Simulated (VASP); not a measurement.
# Si4C5 in VASP: notebook

Runs on Si4C5. Level: PBE. Tasks: single point.

All numbers are computed with VASP 6.6.1; they aren't measurements. Logs are shortened: lines on timing, memory, paths and dates and some standing lists are left out, and cuts for length are marked.

### Step 1. The cell of the first run

The cell holds a slab with vacuum, 9 atoms: a = 3.097 Å, b = 4.379 Å, c = 20.133 Å, α = 90.00°, β = 90.00°, γ = 90.00°.

### Step 2. Single point, PBE, collinear spin

INCAR

```
SYSTEM = Si4C5
  PREC = Accurate
  ENCUT = 520
  EDIFF = 1E-6
  ISMEAR = 0
  SIGMA = 0.05
  LREAL = .FALSE.
  LASPH = .TRUE.
  NELM = 150
  ALGO = Normal
  ISIF = 2
  LWAVE = .FALSE.
  LCHARG = .TRUE.
  ISPIN = 2
  MAGMOM = 0 0 0 0 0 0 0 0 2
  LORBIT = 11
  LDIPOL = .TRUE.
  IDIPOL = 3
  DIPOL = 0.5 0.5 0.334
  GGA = PE
  LELF = .TRUE.
  LVHAR = .TRUE.
  LVACPOTAV = .TRUE.
  NBANDS = 32
```

KPOINTS

```
Automatic mesh
0
G
  9 6 1
  0 0 0
```

POSCAR

```
Si4C5
1.0
    3.0967389835      0.0000000000      0.0000000000
    0.0000000000      4.3794502696      0.0000000000
    0.0000000000      0.0000000000     20.1332068409
Si C
4 5
Direct
    0.5000000000      0.5000000000      0.1986767449
    0.0000000000      0.0000000000      0.2755829975
    0.5000000000      0.4971399929      0.3554907356
    0.0000000000      0.9498903522      0.4168952508
    0.0000000000      0.2500000000      0.1986767449
    0.5000000000      0.7500000000      0.2755829975
    0.0000000000      0.2559423736      0.3541649052
    0.5000000000      0.7547379257      0.4288043583
    0.8333333333      1.0880712590      0.5003696389
```

Potentials or basis: VASP PAW PBE potentials, release 64 (Si, C).

Launch:

```bash
$ cat potpaw_PBE.64/Si/POTCAR potpaw_PBE.64/C/POTCAR > POTCAR
$ mpirun -np 1 vasp_std > vasp.out
```

OUTCAR:

```text
SYSTEM = Si4C5
   PREC = Accurate
   ENCUT = 520
   EDIFF = 1E-6
   ISMEAR = 0
   LREAL = .FALSE.
   LASPH = .TRUE.
   NELM = 150
   ISIF = 2
   ISPIN = 2
   LORBIT = 11
   GGA = PE

 ion  position               nearest neighbor table
   1  0.500  0.500  0.199-   6 1.90   5 1.90   5 1.90   2 3.10   2 3.10   2 3.10   2 3.10
   2  0.000  0.000  0.276-   5 1.90   6 1.90   6 1.90   7 1.94   4 2.85   1 3.10   1 3.10   1 3.10
                             1 3.10   3 3.12   3 3.12   3 3.14   3 3.14
   3  0.500  0.497  0.355-   8 1.86   7 1.87   7 1.87   6 1.95   4 2.80   4 2.80   4 3.11   4 3.11
                             2 3.12   2 3.12   2 3.14   2 3.14
   4  0.000  0.950  0.417-   8 1.78   8 1.78   7 1.84   9 1.86   3 2.80   3 2.80   2 2.85   3 3.11
                             3 3.11
   5  0.000  0.250  0.199-   2 1.90   1 1.90   1 1.90
   6  0.500  0.750  0.276-   1 1.90   2 1.90   2 1.90   3 1.95
   7  0.000  0.256  0.354-   4 1.84   3 1.87   3 1.87   2 1.94
   8  0.500  0.755  0.429-   4 1.78   4 1.78   3 1.86
   9  0.833  0.088  0.500-   4 1.86

  LATTYP: Found a simple orthorhombic cell.
 ALAT       =     3.0967389835
 B/A-ratio  =     1.4142135624
 C/A-ratio  =     6.5014219630

  Lattice vectors:

 A1 = (   3.0967389835,   0.0000000000,   0.0000000000)
 A2 = (   0.0000000000,   4.3794502696,   0.0000000000)
 A3 = (   0.0000000000,   0.0000000000,  20.1332068409)

Analysis of symmetry for initial positions (statically):
=====================================================================
 Subroutine PRICEL returns:
 Original cell was already a primitive cell.

 Routine SETGRP: Setting up the symmetry group for a
 simple orthorhombic supercell.

 Subroutine GETGRP returns: Found  1 space group operations
 (whereof  1 operations were pure point group operations)
 out of a pool of  8 trial point group operations.

The static configuration has the point symmetry C_1 .

Analysis of symmetry for dynamics (positions and initial velocities):
=====================================================================
 Subroutine PRICEL returns:
 Original cell was already a primitive cell.

 Routine SETGRP: Setting up the symmetry group for a
 simple orthorhombic supercell.

 Subroutine GETGRP returns: Found  1 space group operations
 (whereof  1 operations were pure point group operations)
 out of a pool of  8 trial point group operations.

The dynamic configuration has the point symmetry C_1 .

Analysis of structural, dynamic, and magnetic symmetry:
=====================================================================
 Subroutine PRICEL returns:
 Original cell was already a primitive cell.

 Routine SETGRP: Setting up the symmetry group for a
 simple orthorhombic supercell.
[... 178 lines left out ...]
 fundamental gap:      0.2135652717
 Fermi energy:        -1.2060915162

 spin component 1

 k-point     1 :       0.0000    0.0000    0.0000
  band No.  band energies     occupation
      1     -16.7389      1.00000
      2     -15.1091      1.00000
      3     -13.1293      1.00000
      4     -11.9988      1.00000
      5     -10.8137      1.00000
      6      -8.9628      1.00000
[... 781 lines left out ...]
     29       5.7560      0.00000
     30       5.8920      0.00000

 [... further k-points ...]

 spin component 2

 k-point     1 :       0.0000    0.0000    0.0000
  band No.  band energies     occupation
      1     -16.7388      1.00000
      2     -15.1090      1.00000
      3     -13.1293      1.00000
      4     -11.9987      1.00000
      5     -10.8139      1.00000
      6      -8.9628      1.00000
[... 781 lines left out ...]
     29       5.7674      0.00000
     30       5.8955      0.00000

 [... further k-points ...]

 [bands above 30 left out]

------------------------ aborting loop because EDIFF is reached ----------------------------------------

  FORCE on cell =-STRESS in cart. coord.  units (eV):
  Direction    XX          YY          ZZ          XY          YZ          ZX
  --------------------------------------------------------------------------------------
  -------------------------------------------------------------------------------------
  Total        0.9719823     -1.9312745     -1.2195638     -1.0971282      0.2709543     -2.1338766
  in kB        5.7033731    -11.3322836     -7.1561255     -6.4377009      1.5898990    -12.5211072
  external PRESSURE =      -4.2616787 kB  Pullay stress =       0.0000000 kB

 VOLUME and BASIS-vectors are now :
 -----------------------------------------------------------------------------
  energy-cutoff  :      520.00
  volume of cell :      273.05
      direct lattice vectors                 reciprocal lattice vectors
     3.096738983  0.000000000  0.000000000     0.322920338  0.000000000  0.000000000
     0.000000000  4.379450270  0.000000000     0.000000000  0.228339161  0.000000000
     0.000000000  0.000000000 20.133206841     0.000000000  0.000000000  0.049669186

 POSITION                                       TOTAL-FORCE (eV/Angst)
 -----------------------------------------------------------------------------------
      1.54837      2.18973      4.00000        -0.042997     -2.746450      1.718680
      0.00000      0.00000      5.54837         0.030207      0.647791     -0.846847
      1.54837      2.17720      7.15717         0.218563     -0.674404      0.048557
      0.00000      4.16000      8.39344         0.470810      1.825894      1.141915
      0.00000      1.09486      4.00000         0.050434      1.799835     -0.480859
      1.54837      3.28459      5.54837        -0.022598      0.735188     -0.133911
      0.00000      1.12089      7.13048         0.090163     -0.277903     -1.226057
      1.54837      3.30534      8.63321         0.249877     -0.737970     -0.234063
      2.58062      0.38570     10.07405        -1.044460     -0.571981      0.012586
 -----------------------------------------------------------------------------------
    total drift:                                0.000033     -0.000147      0.000001

  FREE ENERGIE OF THE ION-ELECTRON SYSTEM (eV)
  ---------------------------------------------------
  free  energy   TOTEN  =       -58.2843575079 eV

  energy  without entropy=      -58.2843333327  energy(sigma->0) =      -58.28434542

 vacuum level on the upper side and lower side of the slab         5.810         3.796

 total charge

# of ion       s       p       d       tot
------------------------------------------
    1        0.751   0.843   0.000   1.594
    2        0.706   0.926   0.000   1.633
    3        0.708   0.941   0.000   1.649
    4        0.723   1.064   0.000   1.787
    5        0.860   1.525   0.000   2.386
    6        0.850   1.644   0.000   2.494
    7        0.848   1.696   0.000   2.545
    8        0.866   1.619   0.000   2.485
    9        1.041   1.037   0.000   2.078
--------------------------------------------------
tot          7.355  11.295   0.000  18.650

 magnetization (x)

# of ion       s       p       d       tot
------------------------------------------
    1        0.000   0.000   0.000   0.000
    2       -0.000  -0.000   0.000  -0.000
    3       -0.000  -0.000   0.000  -0.000
    4       -0.000   0.000   0.000   0.000
    5        0.000   0.000   0.000   0.000
    6        0.000   0.000   0.000   0.000
    7        0.000   0.000   0.000   0.000
    8        0.000   0.000   0.000   0.000
    9       -0.000  -0.000   0.000  -0.000
--------------------------------------------------
tot         -0.000   0.000   0.000   0.000
```

It took 15 min on 1 thread of Intel Xeon Platinum 8488C (Sapphire Rapids), shared host; peak memory 0.66 GiB.

Results:

- Free energy: -58.2844 eV
- Largest force: 3.240 eV/Å
- Band gap on the k mesh: 0.21 eV (least direct gap 0.38 eV)
- Net moment: 0.00 μB per cell
- Valence electrons inside the program's atomic spheres: Si 1.59, 1.63, 1.65, 1.79; C 2.39, 2.49, 2.54, 2.48, 2.08

Forces on the atoms (eV/Å):
```
Si  -0.043 -2.746  1.719
Si   0.030  0.648 -0.847
Si   0.219 -0.674  0.049
Si   0.471  1.826  1.142
C    0.050  1.800 -0.481
C   -0.023  0.735 -0.134
C    0.090 -0.278 -1.226
C    0.250 -0.738 -0.234
C   -1.044 -0.572  0.013
```

### Step 3. Single point, PBE, collinear spin

INCAR

```
SYSTEM = Si4C5
PREC = Accurate ; ENCUT = 520
EDIFF = 1E-6 ; ISMEAR = 0
SIGMA = 0.05 ; LREAL = .False.
LASPH = .True. ; NELM = 150
ALGO = Normal ; ISIF = 2
LWAVE = .False. ; LCHARG = .False.
ISPIN = 2 ; MAGMOM = 0 0 0 0 0 0 0 0 2
LORBIT = 11 ; LDIPOL = .True.
IDIPOL = 3 ; DIPOL = 0.5 0.5 0.332
GGA = PE ; NBANDS = 32
```

KPOINTS

```
Automatic mesh
0
Gamma
  9 6 1
  0 0 0
```

POSCAR, as its differences from that of step 2:

```diff
@@ -16,2 +16,2 @@
     0.5000000000      0.7547379257      0.4288043583
-    0.8333333333      1.0880712590      0.5003696389
+    0.8333333333      1.2547379257      0.4836322258
```

Potentials or basis: VASP PAW PBE potentials, release 64 (Si, C).

Launch:

```bash
$ cat potpaw_PBE.64/Si/POTCAR potpaw_PBE.64/C/POTCAR > POTCAR
$ mpirun -np 1 vasp_std > vasp.out
```

It took 8.9 min on 1 thread of Intel Xeon 6975P-C (Granite Rapids), shared host; peak memory 0.65 GiB.

It converged, with:

* Free energy: -58.1664 eV
* Largest force: 3.228 eV/Å
* Net moment: 1.18 μB per cell
* Site moments: Si +0.01; C +0.00, +0.04, +0.03, +0.51 (each value once) μB
* Valence electrons inside the program's atomic spheres: Si 1.60, 1.63, 1.66, 1.74; C 2.39, 2.50, 2.54, 2.49, 2.07

Forces in eV/Å, atoms in the order of the input:
```
Si  -0.063 -2.731  1.720
Si   0.012  0.523 -1.155
Si   0.018 -0.429 -0.420
Si  -0.133  1.716  2.578
C    0.086  1.771 -0.392
C   -0.036  0.633 -0.093
C    0.096 -0.241 -1.403
C    0.210 -1.794 -0.845
C   -0.190  0.554  0.011
```

Levels at points of the mesh, in eV from the Fermi level:
Spin up:
```csv
k point,band 15,band 16,band 17,band 18,band 19,band 20,band 21,band 22,band 23,band 24
"(0.00, 0.00, 0.00)",-1.68,-1.29,-0.83,-0.48,0.46,0.60,1.15,1.80,3.69,4.34
"(0.00, 0.50, 0.00)",-1.72,-1.46,-0.88,-0.56,0.34,0.80,1.04,3.60,4.20,5.06
```
Spin down:
```
           k point  band 13  band 14  band 15  band 16  band 17  band 18  band 19  band 20  band 21  band 22
(0.00, 0.00, 0.00)    -2.75    -1.73    -1.63    -0.86    -0.82     0.21     0.81     1.13     1.73     2.38
(0.00, 0.50, 0.00)    -2.51    -2.27    -1.53    -1.46    -0.66     0.36     0.46     1.44     2.36     3.65
```

Caveat: a moment this small can come from the mesh or the smearing.

The gap in the log of VASP goes by the Fermi energy; the results here count the filled bands.